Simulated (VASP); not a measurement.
# LiF (P6_3mc) in VASP: a series of runs

Runs on LiF. Level: PBEsol. Tasks: single point.

Program: VASP 6.6.1. These are calculated values, not measurements. Logs are shortened: lines on timing, memory, paths and dates and some standing lists are left out, and cuts for length are marked.

**1. The cell of the first run**

It takes space group P6_3mc (No. 186, hexagonal). The conventional cell has a = 3.061 Å, b = 3.061 Å, c = 4.807 Å, α = 90.00°, β = 90.00°, γ = 120.00°. Within 2.4 Å of Li (site symmetry 3m) lie 4 F at 1.81 to 2.01 Å. Within 2.4 Å of F (site symmetry 3m) lie 4 Li at 1.81 to 2.01 Å.

**2. Single point, PBEsol (all F atoms moved -0.150 Å, as atom 3 along Cartesian [0 0 1])**

Contents of INCAR:

```
PREC = Accurate
ENCUT = 520
EDIFF = 1E-6
ISMEAR = 0
SIGMA = 0.05
LREAL = F
LASPH = T
NELM = 60
ALGO = Normal
ISIF = 2
LWAVE = F
LCHARG = T
GGA = PS
LELF = T
LVHAR = T
NBANDS = 18
```

Contents of KPOINTS:

```
regular mesh
0
Gamma
  9 9 6
```

Contents of POSCAR:

```
LiF
1.0
    3.0609398175      0.0000000000      0.0000000000
   -1.5304699087      2.6508516414      0.0000000000
    0.0000000000      0.0000000000      4.8073245700
Li F
2 2
Direct
    0.3333333333      0.6666666667      0.3811542600
    0.6666666667      0.3333333333      0.8811542600
    0.3333333333      0.6666666667      0.9626413533
    0.6666666667      0.3333333333      0.4626413533
```

Potentials or basis: VASP PAW PBE potentials, release 64 (Li_sv, F).

Run with:

```
> cat potpaw_PBE.64/Li_sv/POTCAR potpaw_PBE.64/F/POTCAR > POTCAR
> mpirun -np 1 vasp_std > vasp.out
```

OUTCAR:

```text
PREC = Accurate
   ENCUT = 520
   EDIFF = 1E-6
   ISMEAR = 0
   LREAL = F
   LASPH = T
   NELM = 60
   ISIF = 2
   GGA = PS

 ion  position               nearest neighbor table
   1  0.333  0.667  0.381-   4 1.81   4 1.81   4 1.81   3 2.01
   2  0.667  0.333  0.881-   3 1.81   3 1.81   3 1.81   4 2.01
   3  0.333  0.667  0.963-   2 1.81   2 1.81   2 1.81   1 2.01
   4  0.667  0.333  0.463-   1 1.81   1 1.81   1 1.81   2 2.01

  LATTYP: Found a hexagonal cell.
 ALAT       =     3.0609398175
 C/A-ratio  =     1.5705387419

  Lattice vectors:

 A1 = (   3.0609398175,   0.0000000000,   0.0000000000)
 A2 = (  -1.5304699087,   2.6508516414,   0.0000000000)
 A3 = (   0.0000000000,   0.0000000000,   4.8073245700)

Analysis of symmetry for initial positions (statically):
=====================================================================
 Subroutine PRICEL returns:
 Original cell was already a primitive cell.

 Routine SETGRP: Setting up the symmetry group for a
 hexagonal supercell.

 Subroutine GETGRP returns: Found 12 space group operations
 (whereof  6 operations were pure point group operations)
 out of a pool of 24 trial point group operations.

The static configuration has the point symmetry C_3v.
 The point group associated with its full space group is C_6v.

Analysis of symmetry for dynamics (positions and initial velocities):
=====================================================================
 Subroutine PRICEL returns:
 Original cell was already a primitive cell.

 Routine SETGRP: Setting up the symmetry group for a
 hexagonal supercell.

 Subroutine GETGRP returns: Found 12 space group operations
 (whereof  6 operations were pure point group operations)
 out of a pool of 24 trial point group operations.

The dynamic configuration has the point symmetry C_3v.
 The point group associated with its full space group is C_6v.

 Subroutine INISYM returns: Found 12 space group operations
 (whereof  6 operations are pure point group operations),
 and found     1 'primitive' translations

----------------------------------------------------------------------------------------

                                     Primitive cell

  volume of cell :      39.0071

  direct lattice vectors                    reciprocal lattice vectors
     3.060939817  0.000000000  0.000000000     0.326697047  0.188618628  0.000000000
    -1.530469909  2.650851641  0.000000000     0.000000000  0.377237256  0.000000000
     0.000000000  0.000000000  4.807324570     0.000000000  0.000000000  0.208015911

  length of vectors
     3.060939817  3.060939817  4.807324570     0.377237256  0.377237256  0.208015911

  position of ions in fractional coordinates (direct lattice)
     0.333333333  0.666666667  0.381154260
     0.666666667  0.333333333  0.881154260
     0.333333333  0.666666667  0.962641353
     0.666666667  0.333333333  0.462641353

  ion indices of the primitive-cell ions
   primitive index   ion index
                 1           1
                 2           2
                 3           3
                 4           4

----------------------------------------------------------------------------------------

 KPOINTS: regular mesh

Automatic generation of k-mesh.
 Grid dimensions read from file:
 generate k-points for:    9    9    6

 Generating k-lattice:

  Cartesian coordinates                     Fractional coordinates (reciprocal lattice)
     0.036299672  0.020957625  0.000000000     0.111111111  0.000000000  0.000000000
     0.000000000  0.041915251  0.000000000     0.000000000  0.111111111  0.000000000
     0.000000000  0.000000000  0.034669319     0.000000000  0.000000000  0.166666667

  Length of vectors
     0.041915251  0.041915251  0.034669319

  Shift w.r.t. Gamma in fractional coordinates (k-lattice)
     0.000000000  0.000000000  0.000000000

 Subroutine IBZKPT returns following result:
 ===========================================

 Found     48 irreducible k-points:

 Following reciprocal coordinates:
            Coordinates               Weight
  0.000000  0.000000  0.000000      1.000000
  0.111111 -0.000000  0.000000      6.000000
  0.222222  0.000000  0.000000      6.000000
  0.333333 -0.000000  0.000000      6.000000
  0.444444  0.000000  0.000000      6.000000
  0.111111  0.111111  0.000000      6.000000
[... 16 lines left out ...]
  0.333333  0.222222  0.166667     24.000000
  0.333333  0.333333  0.166667      4.000000
 [... further k-points ...]
   k-points           NKPTS =     48   k-points in BZ     NKDIM =     48   number of bands    NBANDS=     18
   number of dos      NEDOS =    301   number of ions     NIONS =      4
   total plane-waves  NPLWV =  20736
   dimension x,y,z NGX =    24 NGY =   24 NGZ =   36
   dimension x,y,z NGXF=    48 NGYF=   48 NGZF=   72
   ions per type =               2   2
   NGX,Y,Z   is equivalent  to a cutoff of  13.03, 13.03, 12.45 a.u.
   NGXF,Y,Z  is equivalent  to a cutoff of  26.07, 26.07, 24.90 a.u.
 SYSTEM =  unknown system
   PREC   = accura    normal or accurate (medium, high low for compatibility)
   ISTART =      0    job   : 0-new  1-cont  2-samecut
   ICHARG =      2    charge: 1-file 2-atom 10-const
   ISPIN  =      1    spin polarized calculation?
   LNONCOLLINEAR =      F non collinear calculations
   LSORBIT =      F    spin-orbit coupling
   LASPH  =      T    aspherical Exc in radial PAW
   ENCUT  =  520.0 eV  38.22 Ry    6.18 a.u.   5.69  5.69  8.94*2*pi/ulx,y,z
   NELM   =     60;   NELMIN=  2; NELMDL= -5     # of ELM steps
   EDIFF  = 0.1E-05   stopping-criterion for ELM
   LREAL  =      F    real-space projection
   EDIFFG = 0.1E-04   stopping-criterion for IOM
   NSW    =      0    number of steps for IOM
   IBRION =     -1    ionic relax: 0-MD 1-quasi-New 2-CG
   NFREE  =      0    steps in history (QN), initial steepest desc. (CG)
   ISIF   =      2    stress and relaxation
   ISYM   =      2    0-nonsym 1-usesym 2-fastsym
   POTIM  = 0.5000    time-step for ionic-motion
   TEBEG  =    0.0;   TEEND  =   0.0 temperature during run
   PSTRESS=    0.0 pullay stress
   NELECT =      20.0000    total number of electrons
   NUPDOWN=      -1.0000    fix difference up-down
   EMIN   =  10.00;   EMAX   =-10.00  energy-range for DOS
   EFERMI =   0.00;   METHOD = LEGACY
   ISMEAR =     0;   SIGMA  =   0.05  broadening in eV -4-tet -1-fermi 0-gaus
   EFERMI_NEDOS =   21; number of points for ismear=-14 and -15
   IALGO  =     38    algorithm
   IMIX   =      4    mixing-type and parameters
     AMIX     =   0.40;   BMIX     =  1.00
     AMIX_MAG =   1.60;   BMIX_MAG =  1.00
  volume/ion in A,a.u.               =       9.75        65.81
  Fermi-wavevector in a.u.,A,eV,Ry     =   1.310299  2.476105 23.359603  1.716882
  Thomas-Fermi vector in A             =   2.440838
   LORBIT       =      0    0 simple, 1 ext, 2 COOP (PROOUT), +10 PAW based schemes
   GGA     = PS    functional components
   LHFCALC =     F    Hartree Fock is set to
   AEXX    =    0.0000 exact exchange contribution
   IVDW    =     0    specifies the selected vdW correction
   LEPSILON=     F    determine dielectric tensor
   LRPA    =     F    only Hartree local field effects (RPA)
 non-spin polarized calculation
 Gauss-broadening in eV      SIGMA  =   0.05
  energy-cutoff  :      520.00
  volume of cell :       39.01
 maximum number of plane-waves:      1085
 NGX is ok and might be reduce to    24
   NGX = 11   NGY = 11   NGZ = 17

 number of electron      20.0000006 magnetization

 Free energy of the ion-electron system (eV)
  ---------------------------------------------------
  ext. energy  EPLUGINS =         0.00000000
  ---------------------------------------------------
  free energy    TOTEN  =       -19.54498340 eV

  energy without entropy =      -19.54498340  energy(sigma->0) =      -19.54498340

 E-fermi :  -2.0889     XC(G=0):  -9.1141

 val. band max:       -2.3253879639   @ k =   0.0000   0.0000   0.0000
 cond. band min:       5.2603163368   @ k =   0.0000   0.0000   0.0000
 fundamental gap:      7.5857043007
 Fermi energy:        -2.0889373906

 k-point     1 :       0.0000    0.0000    0.0000
  band No.  band energies     occupation
      1     -42.1826      2.00000
      2     -42.1402      2.00000
      3     -21.8085      2.00000
      4     -21.5034      2.00000
      5      -4.7978      2.00000
      6      -3.0070      2.00000
[... 10 lines left out ...]
     17      17.1079      0.00000
     18      17.9767      0.00000

 k-point     2 :       0.1111   -0.0000    0.0000
  band No.  band energies     occupation
      1     -42.1779      2.00000
      2     -42.1376      2.00000
      3     -21.7948      2.00000
      4     -21.5056      2.00000
      5      -4.7144      2.00000
      6      -3.1347      2.00000
[... 10 lines left out ...]
     17      17.3867      0.00000
     18      17.8175      0.00000

 k-point     3 :       0.2222    0.0000    0.0000
  band No.  band energies     occupation
      1     -42.1657      2.00000
      2     -42.1318      2.00000
      3     -21.7576      2.00000
      4     -21.5153      2.00000
      5      -4.4923      2.00000
      6      -3.5035      2.00000
[... 10 lines left out ...]
     17      17.5231      0.00000
     18      17.8099      0.00000

 k-point     4 :       0.3333   -0.0000    0.0000
  band No.  band energies     occupation
      1     -42.1507      2.00000
      2     -42.1263      2.00000
      3     -21.7064      2.00000
      4     -21.5340      2.00000
      5      -4.3068      2.00000
      6      -3.8123      2.00000
[... 375 lines left out ...]
      4     -21.5555      2.00000
      5      -4.2673      2.00000
      6      -4.0558      2.00000
[... 10 lines left out ...]
     17      16.8717      0.00000
     18      18.6988      0.00000

 k-point    23 :       0.3333    0.2222    0.1667
  band No.  band energies     occupation
      1     -42.1331      2.00000
      2     -42.1247      2.00000
      3     -21.6327      2.00000
      4     -21.5760      2.00000
      5      -4.5247      2.00000
      6      -3.8565      2.00000
[... 10 lines left out ...]
     17      16.2731      0.00000
     18      18.7693      0.00000

 k-point    24 :       0.3333    0.3333    0.1667
  band No.  band energies     occupation
      1     -42.1270      2.00000
      2     -42.1270      2.00000
      3     -21.6006      2.00000
      4     -21.6006      2.00000
      5      -4.6132      2.00000
      6      -3.7094      2.00000
[... 10 lines left out ...]
     17      15.9062      0.00000
     18      18.9257      0.00000

 [... further k-points ...]
[... 5 lines left out ...]
  --------------------------------------------------------------------------------------
  -------------------------------------------------------------------------------------
  Total        1.0106742      1.0106742     -0.6229269      0.0000000      0.0000000      0.0000000
  in kB       41.5124258     41.5124258    -25.5860964      0.0000000      0.0000000      0.0000000
  external PRESSURE =      19.1462517 kB  Pullay stress =       0.0000000 kB

 VOLUME and BASIS-vectors are now :
 -----------------------------------------------------------------------------
  energy-cutoff  :      520.00
  volume of cell :       39.01
      direct lattice vectors                 reciprocal lattice vectors
     3.060939817  0.000000000  0.000000000     0.326697047  0.188618628  0.000000000
    -1.530469909  2.650851641  0.000000000     0.000000000  0.377237256  0.000000000
     0.000000000  0.000000000  4.807324570     0.000000000  0.000000000  0.208015911

 POSITION                                       TOTAL-FORCE (eV/Angst)
 -----------------------------------------------------------------------------------
     -0.00000      1.76723      1.83233         0.000000      0.000000     -0.297244
      1.53047      0.88362      4.23599        -0.000000     -0.000000     -0.297244
     -0.00000      1.76723      4.62773        -0.000000      0.000000      0.297244
      1.53047      0.88362      2.22407         0.000000      0.000000      0.297244
 -----------------------------------------------------------------------------------
    total drift:                                0.000000      0.000000      0.004598

  FREE ENERGIE OF THE ION-ELECTRON SYSTEM (eV)
  ---------------------------------------------------
  free  energy   TOTEN  =       -19.5449833998 eV

  energy  without entropy=      -19.5449833998  energy(sigma->0) =      -19.54498340
```

Run time: 10 s. Hardware: 1 thread of Intel Xeon 6975P-C (Granite Rapids), shared host; peak memory 0.16 GiB.

What came out:

```
Free energy            : -19.5450 eV
Largest force          : 0.297 eV/Å
Band gap on the k mesh : 7.59 eV, direct
```

Forces in eV/Å, atoms in the order of the input:
```
Li   0.000  0.000 -0.297
Li   0.000  0.000 -0.297
F    0.000  0.000  0.297
F    0.000  0.000  0.297
```

Caveat: the cell differs from its parent crystal (all F atoms moved -0.150 Å, as atom 3 along Cartesian [0 0 1]); the cutoff is under 1.25 times the usual one of these potentials, so pressure, stress and relaxed cells hold a basis-set (Pulay) error; the PAW data sets were made with another functional, which shifts forces and pressure a little. A k mesh can miss the band edges.

**3. Single point, PBEsol (all F atoms moved +0.075 Å, as atom 3 along Cartesian [0 0 1])**

INCAR, as its differences from that of step 2:

```diff
@@ -11,6 +11,4 @@
 LWAVE = F
-LCHARG = T
+LCHARG = F
 GGA = PS
-LELF = T
-LVHAR = T
 NBANDS = 18
```

Contents of KPOINTS:

```
Automatic mesh
0
Gamma
  9 9 6
```

POSCAR, as its differences from that of step 2:

```diff
@@ -10,3 +10,3 @@
     0.6666666667      0.3333333333      0.8811542600
-    0.3333333333      0.6666666667      0.9626413533
-    0.6666666667      0.3333333333      0.4626413533
+    0.3333333333      0.6666666667      1.0094449333
+    0.6666666667      0.3333333333      0.5094449333
```

Potentials or basis: VASP PAW PBE potentials, release 64 (Li_sv, F).

Run with:

```
> cat potpaw_PBE.64/Li_sv/POTCAR potpaw_PBE.64/F/POTCAR > POTCAR
> mpirun -np 1 vasp_std > vasp.out
```

Wall time 10 s (1 thread of Intel Xeon 6975P-C (Granite Rapids), shared host); peak memory 0.16 GiB.

The run converged. Its results:

```
Free energy            : -19.5768 eV
Largest force          : 0.322 eV/Å
Band gap on the k mesh : 7.82 eV, direct
```

Forces in eV/Å, atoms in the order of the input:
```
Li   0.000  0.000  0.322
Li   0.000  0.000  0.322
F    0.000  0.000 -0.322
F    0.000  0.000 -0.322
```

Levels at points of the mesh, in eV from the valence-band top:
```csv
k point,band 7,band 8,band 9,band 10,band 11,band 12,band 13,band 14
"(0.00, 0.00, 0.00)",-0.36,-0.02,-0.02,0.00,7.82,12.09,15.34,18.72
"(0.00, 0.00, 0.50)",-0.19,-0.19,-0.19,-0.19,9.48,9.48,17.83,17.83
```

Caveat: the cell differs from its parent crystal (all F atoms moved +0.075 Å, as atom 3 along Cartesian [0 0 1]); the cutoff is under 1.25 times the usual one of these potentials, so pressure, stress and relaxed cells hold a basis-set (Pulay) error; the PAW data sets were made with another functional, which shifts forces and pressure a little. A k mesh can miss the band edges.

(Part 1 of 2 ends here.)
